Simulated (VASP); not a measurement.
# MoS2 (P-1) in VASP: further runs

Runs on MoS2. Level: PBE. Tasks: single point.

Program: VASP 6.6.1. These are calculated values, not measurements. Logs are shortened: lines on timing, memory, paths and dates and some standing lists are left out, and cuts for length are marked.

## 1. The cell of the first run

The typed cell holds 6 atoms: a = 3.162 Å, b = 3.202 Å, c = 12.298 Å, α = 90.62°, β = 91.71°, γ = 121.27°.

## 2. Single point, PBE (equal xy, yz and zx shear strains of -3 %)

INCAR reads:

```
SYSTEM = MoS2
ALGO     = Normal         ! electronic algorithm
EDIFF    = 1E-7           ! SCF threshold, eV
ENCUT    = 520            ! plane-wave cutoff, eV
GGA      = PE             ! functional
ISIF     = 2              ! what is computed and relaxed
ISMEAR   = -1             ! smearing method
LASPH    = .True.         ! aspherical terms in the spheres
LCHARG   = .True.         ! write CHGCAR
LELF     = .True.         ! ELF
LREAL    = .False.        ! projectors in reciprocal space
LVHAR    = .True.       
LWAVE    = .False.        ! write WAVECAR
NBANDS   = 35             ! bands
NELM     = 80             ! most SCF steps
PREC     = Accurate       ! precision mode
SIGMA    = 0.03           ! smearing width, eV
```

KPOINTS reads:

```
k-points
0
Gamma
  10 10 3
  0 0 0
```

POSCAR reads:

```
MoS2
1.0
    3.1610016016     -0.0474150240     -0.0474150240
   -1.6215634161      2.7612152004     -0.0173551033
   -0.1844250000     -0.1844250000     12.2950000000
Mo S
2 4
Direct
    0.3333333333      0.6666666667      0.2500000000
    0.6666666667      0.3333333333      0.7500000000
    0.3333333333      0.6666666667      0.6275000000
    0.6666666667      0.3333333333      0.1275000000
    0.3333333333      0.6666666667      0.8725000000
    0.6666666667      0.3333333333      0.3725000000
```

Potentials or basis: VASP PAW PBE potentials, release 64 (Mo_sv, S).

The run is started by

```
cat potpaw_PBE.64/Mo_sv/POTCAR potpaw_PBE.64/S/POTCAR > POTCAR
mpirun -np 1 vasp_std > vasp.out
```

OUTCAR:

```text
SYSTEM = MoS2
   EDIFF = 1E-7
   ENCUT = 520
   GGA = PE
   ISIF = 2
   ISMEAR = -1
   LASPH = .True.
   LREAL = .False.
   NELM = 80
   PREC = Accurate

 ion  position               nearest neighbor table
   1  0.333  0.667  0.250-   4 2.30   6 2.33   6 2.37   6 2.40   4 2.40   4 2.40
   2  0.667  0.333  0.750-   5 2.30   3 2.33   3 2.37   3 2.40   5 2.40   5 2.40
   3  0.333  0.667  0.627-   2 2.33   2 2.37   2 2.40
   4  0.667  0.333  0.127-   1 2.30   1 2.40   1 2.40
   5  0.333  0.667  0.873-   2 2.30   2 2.40   2 2.40
   6  0.667  0.333  0.373-   1 2.33   1 2.37   1 2.40

  LATTYP: Found a triclinic cell.
 ALAT       =     3.1207012824
 B/A-ratio  =     1.0131417463
 C/A-ratio  =     3.9407059347
 COS(alpha) =     0.0297616073
 COS(beta)  =     0.0411893907
 COS(gamma) =     0.4804578458

  Lattice vectors:

 A1 = (   1.5394381855,   2.7138001764,  -0.0647701273)
 A2 = (   3.1610016016,  -0.0474150240,  -0.0474150240)
 A3 = (   0.1844250000,   0.1844250000, -12.2950000000)

Analysis of symmetry for initial positions (statically):
=====================================================================
 Subroutine PRICEL returns:
 Original cell was already a primitive cell.

 Routine SETGRP: Setting up the symmetry group for a
 triclinic supercell.

 Subroutine GETGRP returns: Found  2 space group operations
 (whereof  2 operations were pure point group operations)
 out of a pool of  2 trial point group operations.

The static configuration has the point symmetry S_2 .

Analysis of symmetry for dynamics (positions and initial velocities):
=====================================================================
 Subroutine PRICEL returns:
 Original cell was already a primitive cell.

 Routine SETGRP: Setting up the symmetry group for a
 triclinic supercell.

 Subroutine GETGRP returns: Found  2 space group operations
 (whereof  2 operations were pure point group operations)
 out of a pool of  2 trial point group operations.

The dynamic configuration has the point symmetry S_2 .

 Subroutine INISYM returns: Found  2 space group operations
 (whereof  2 operations are pure point group operations),
 and found     1 'primitive' translations

----------------------------------------------------------------------------------------

                                     Primitive cell

  volume of cell :     106.3194

  direct lattice vectors                    reciprocal lattice vectors
     3.161001602 -0.047415024 -0.047415024     0.319282729  0.187551167  0.007602508
    -1.621563416  2.761215200 -0.017355103     0.005565422  0.365462740  0.005565422
    -0.184425000 -0.184425000 12.295000000     0.001239153  0.001239153  0.081371050

  length of vectors
     3.161712747  3.202199009 12.297766064     0.370371029  0.365547483  0.081389918

  position of ions in fractional coordinates (direct lattice)
     0.333333333  0.666666667  0.250000000
     0.666666667  0.333333333  0.750000000
     0.333333333  0.666666667  0.627500000
     0.666666667  0.333333333  0.127500000
     0.333333333  0.666666667  0.872500000
     0.666666667  0.333333333  0.372500000

  ion indices of the primitive-cell ions
   primitive index   ion index
                 1           1
                 2           2
                 3           3
                 4           4
                 5           5
                 6           6

----------------------------------------------------------------------------------------

 KPOINTS: k-points

Automatic generation of k-mesh.
 Grid dimensions read from file:
 generate k-points for:   10   10    3

 Generating k-lattice:

  Cartesian coordinates                     Fractional coordinates (reciprocal lattice)
     0.031928273  0.018755117  0.000760251     0.100000000  0.000000000  0.000000000
     0.000556542  0.036546274  0.000556542     0.000000000  0.100000000 -0.000000000
     0.000413051  0.000413051  0.027123683    -0.000000000 -0.000000000  0.333333333

  Length of vectors
     0.037037103  0.036554748  0.027129973

  Shift w.r.t. Gamma in fractional coordinates (k-lattice)
     0.000000000  0.000000000  0.000000000

 Subroutine IBZKPT returns following result:
 ===========================================

 Found    152 irreducible k-points:

 Following reciprocal coordinates:
            Coordinates               Weight
  0.000000  0.000000  0.000000      1.000000
  0.100000 -0.000000  0.000000      2.000000
  0.200000 -0.000000  0.000000      2.000000
  0.300000 -0.000000  0.000000      2.000000
  0.400000  0.000000  0.000000      2.000000
  0.500000  0.000000  0.000000      1.000000
[... 16 lines left out ...]
 -0.400000  0.200000 -0.000000      2.000000
 -0.300000  0.200000  0.000000      2.000000
 [... further k-points ...]
   k-points           NKPTS =    152   k-points in BZ     NKDIM =    152   number of bands    NBANDS=     35
   number of dos      NEDOS =    301   number of ions     NIONS =      6
   total plane-waves  NPLWV =  55296
   dimension x,y,z NGX =    24 NGY =   24 NGZ =   96
   dimension x,y,z NGXF=    48 NGYF=   48 NGZF=  192
   ions per type =               2   4
   NGX,Y,Z   is equivalent  to a cutoff of  12.62, 12.46, 12.98 a.u.
   NGXF,Y,Z  is equivalent  to a cutoff of  25.24, 24.92, 25.96 a.u.
 SYSTEM =  MoS2
   PREC   = accura    normal or accurate (medium, high low for compatibility)
   ISTART =      0    job   : 0-new  1-cont  2-samecut
   ICHARG =      2    charge: 1-file 2-atom 10-const
   ISPIN  =      1    spin polarized calculation?
   LNONCOLLINEAR =      F non collinear calculations
   LSORBIT =      F    spin-orbit coupling
   LASPH  =      T    aspherical Exc in radial PAW
   ENCUT  =  520.0 eV  38.22 Ry    6.18 a.u.   5.88  5.95 22.87*2*pi/ulx,y,z
   NELM   =     80;   NELMIN=  2; NELMDL= -5     # of ELM steps
   EDIFF  = 0.1E-06   stopping-criterion for ELM
   LREAL  =      F    real-space projection
   EDIFFG = 0.1E-05   stopping-criterion for IOM
   NSW    =      0    number of steps for IOM
   IBRION =     -1    ionic relax: 0-MD 1-quasi-New 2-CG
   NFREE  =      0    steps in history (QN), initial steepest desc. (CG)
   ISIF   =      2    stress and relaxation
   ISYM   =      2    0-nonsym 1-usesym 2-fastsym
   POTIM  = 0.5000    time-step for ionic-motion
   TEBEG  =    0.0;   TEEND  =   0.0 temperature during run
   PSTRESS=    0.0 pullay stress
   NELECT =      52.0000    total number of electrons
   NUPDOWN=      -1.0000    fix difference up-down
   EMIN   =  10.00;   EMAX   =-10.00  energy-range for DOS
   EFERMI =   0.00;   METHOD = LEGACY
   ISMEAR =    -1;   SIGMA  =   0.03  broadening in eV -4-tet -1-fermi 0-gaus
   EFERMI_NEDOS =   21; number of points for ismear=-14 and -15
   IALGO  =     38    algorithm
   IMIX   =      4    mixing-type and parameters
     AMIX     =   0.40;   BMIX     =  1.00
     AMIX_MAG =   1.60;   BMIX_MAG =  1.00
  volume/ion in A,a.u.               =      17.72       119.58
  Fermi-wavevector in a.u.,A,eV,Ry     =   1.289848  2.437459 22.636113  1.663707
  Thomas-Fermi vector in A             =   2.421716
   LORBIT       =      0    0 simple, 1 ext, 2 COOP (PROOUT), +10 PAW based schemes
   GGA     = PE    functional components
   LHFCALC =     F    Hartree Fock is set to
   AEXX    =    0.0000 exact exchange contribution
   IVDW    =     0    specifies the selected vdW correction
   LEPSILON=     F    determine dielectric tensor
   LRPA    =     F    only Hartree local field effects (RPA)
 non-spin polarized calculation
  energy-cutoff  :      520.00
  volume of cell :      106.32
 maximum number of plane-waves:      2894
   NGX = 11   NGY = 11   NGZ = 45

 number of electron      52.0000001 magnetization

 Free energy of the ion-electron system (eV)
  ---------------------------------------------------
  ext. energy  EPLUGINS =         0.00000000
  ---------------------------------------------------
  free energy    TOTEN  =       -43.34210942 eV

  energy without entropy =      -43.34210940  energy(sigma->0) =      -43.34210941

 E-fermi :   8.1318     XC(G=0): -10.7837

 val. band max:        7.7508188521   @ k =   0.0000   0.0000   0.0000
 cond. band min:       8.5789387502   @ k =   0.3000   0.4000   0.0000
 fundamental gap:      0.8281198981
 Fermi energy:         8.1317972916

 k-point     1 :       0.0000    0.0000    0.0000
  band No.  band energies     occupation
      1     -53.8970      2.00000
      2     -53.8970      2.00000
      3     -28.0761      2.00000
      4     -28.0760      2.00000
      5     -27.8792      2.00000
      6     -27.8792      2.00000
[... 27 lines left out ...]
     34      10.3612      0.00000
     35      13.1681      0.00000

 k-point     2 :       0.1000   -0.0000    0.0000
  band No.  band energies     occupation
      1     -53.8926      2.00000
      2     -53.8926      2.00000
      3     -28.0676      2.00000
      4     -28.0676      2.00000
      5     -27.8947      2.00000
      6     -27.8947      2.00000
[... 27 lines left out ...]
     34      10.1279      0.00000
     35      13.8607      0.00000

 k-point     3 :       0.2000   -0.0000    0.0000
  band No.  band energies     occupation
      1     -53.8812      2.00000
      2     -53.8812      2.00000
      3     -28.0470      2.00000
      4     -28.0469      2.00000
      5     -27.9904      2.00000
      6     -27.9904      2.00000
[... 27 lines left out ...]
     34      10.6411      0.00000
     35      14.9767      0.00000
[... 723 lines left out ...]
 k-point    23 :      -0.4000    0.2000   -0.0000
  band No.  band energies     occupation
      1     -53.8631      2.00000
      2     -53.8631      2.00000
      3     -28.1570      2.00000
      4     -28.1570      2.00000
      5     -28.0086      2.00000
      6     -28.0086      2.00000
[... 27 lines left out ...]
     34      11.9359      0.00000
     35      15.3484      0.00000

 k-point    24 :      -0.3000    0.2000    0.0000
  band No.  band energies     occupation
      1     -53.8746      2.00000
      2     -53.8746      2.00000
      3     -28.0881      2.00000
      4     -28.0881      2.00000
      5     -28.0300      2.00000
      6     -28.0300      2.00000
[... 27 lines left out ...]
     34      11.3878      0.00000
     35      15.7046      0.00000

 [... further k-points ...]

------------------------ aborting loop because EDIFF is reached ----------------------------------------

  FORCE on cell =-STRESS in cart. coord.  units (eV):
  Direction    XX          YY          ZZ          XY          YZ          ZX
  --------------------------------------------------------------------------------------
  -------------------------------------------------------------------------------------
  Total        4.6590486      4.7018848      9.0019701      1.8536772      3.1355098      3.1392546
  in kB       70.2094232     70.8549431    135.6549768     27.9339456     47.2504907     47.3069235
  external PRESSURE =      92.2397810 kB  Pullay stress =       0.0000000 kB

 VOLUME and BASIS-vectors are now :
 -----------------------------------------------------------------------------
  energy-cutoff  :      520.00
  volume of cell :      106.32
      direct lattice vectors                 reciprocal lattice vectors
     3.161001602 -0.047415024 -0.047415024     0.319282729  0.187551167  0.007602508
    -1.621563416  2.761215200 -0.017355103     0.005565422  0.365462740  0.005565422
    -0.184425000 -0.184425000 12.295000000     0.001239153  0.001239153  0.081371050

 POSITION                                       TOTAL-FORCE (eV/Angst)
 -----------------------------------------------------------------------------------
     -0.07348      1.77890      3.04637         0.348106      0.016233      0.076840
      1.42849      0.75048      9.18385        -0.348106     -0.016233     -0.076840
     -0.14310      1.70928      7.68774        -0.331058     -0.500749     -1.214662
      1.54330      0.86528      1.53022        -0.687741     -0.517028     -1.293697
     -0.18829      1.66409     10.70001         0.687741      0.517028      1.293697
      1.49811      0.82010      4.54249         0.331058      0.500749      1.214662
 -----------------------------------------------------------------------------------
    total drift:                                0.000000     -0.000000     -0.000000

  FREE ENERGIE OF THE ION-ELECTRON SYSTEM (eV)
  ---------------------------------------------------
  free  energy   TOTEN  =       -43.3421094177 eV

  energy  without entropy=      -43.3421093984  energy(sigma->0) =      -43.34210941
```

Wall time 14 min (1 thread of Intel Xeon Platinum 8259CL at 2.50GHz (Skylake/Cascade Lake), shared host); peak memory 0.53 GiB.

Results:

```yaml
Free_energy: -43.3421 eV
Pressure: 9.2 GPa
Largest_force: 1.554 eV/Å
Band_gap_on_the_k_mesh: 0.83 eV (least direct gap 1.78 eV)
```

Forces in eV/Å, atoms in the order of the input:
```
Mo   0.348  0.016  0.077
Mo  -0.348 -0.016 -0.077
S   -0.331 -0.501 -1.215
S   -0.688 -0.517 -1.294
S    0.688  0.517  1.294
S    0.331  0.501  1.215
```

Levels at points of the mesh, in eV from the valence-band top:
```tsv
k point	band 23	band 24	band 25	band 26	band 27	band 28	band 29	band 30
(0.00, 0.00, 0.00)	-2.52	-1.31	-1.11	0.00	1.81	1.84	2.03	2.09
(0.50, 0.00, 0.00)	-2.19	-2.03	-1.50	-1.32	1.40	1.43	1.93	2.15
(0.00, 0.50, 0.00)	-2.03	-1.89	-1.57	-1.40	1.36	1.40	1.94	2.13
(0.50, 0.50, 0.00)	-1.87	-1.74	-1.64	-1.50	1.39	1.44	1.89	2.05
```

Caveat: the cell differs from its parent crystal (equal xy, yz and zx shear strains of -3 %); the cell stands under pressure; an odd mesh through Γ misses points on the zone boundary, where band edges can lie; forces of over 1 eV/Å act on the atoms, so gaps and moduli don't describe the material at rest.

[end of part 1 of 2]
